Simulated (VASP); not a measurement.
Here is a VASP 6.6.1 calculation.

Contents of INCAR:

```
SYSTEM = SnO2
  PREC = Accurate
  ENCUT = 520
  EDIFF = 1E-7
  ISMEAR = 0
  SIGMA = 0.05
  LREAL = .FALSE.
  LASPH = .TRUE.
  NELM = 60
  ALGO = Normal
  ISIF = 2
  LWAVE = .FALSE.
  LCHARG = .TRUE.
  GGA = CA
  LELF = .TRUE.
  LVHAR = .TRUE.
  NBANDS = 20
```

KPOINTS

```
regular mesh
0
G
  12 12 12
  0 0 0
```

The input POSCAR:

```
SnO2
1.0
    1.6170930752      0.9336291223      4.8005925840
   -1.6170930752      0.9336291223      4.8005925840
    0.0000000000     -1.8672582446      4.8005925840
Sn O
1 2
Direct
    0.5541094395      0.4458905605      0.5000000000
    0.2371700000      0.2371700000      0.2371700000
    0.7628300000      0.7628300000      0.7628300000
```

Potentials or basis: VASP PAW LDA potentials, release 64 (Sn_d, O).

Command:

```bash
$ cat potpaw_LDA.64/Sn_d/POTCAR potpaw_LDA.64/O/POTCAR > POTCAR
$ mpirun -np 1 vasp_std > vasp.out
```

(1) Predict the band gap on the k mesh.

(2) Predict the pressure.

(3) Estimate the largest force.

Results:

(1) 1.75 eV (least direct gap 1.85 eV).

(2) -5.4 GPa.

(3) 2.324 eV/Å.

Caveat: the cell differs from its parent crystal (all Sn atoms moved +0.175 Å, as atom 1 along Cartesian [1 0 0]); the cell stands under tension; spin-orbit coupling is left out, which moves the levels of the heavy elements; forces of over 1 eV/Å act on the atoms, so gaps and moduli don't describe the material at rest.
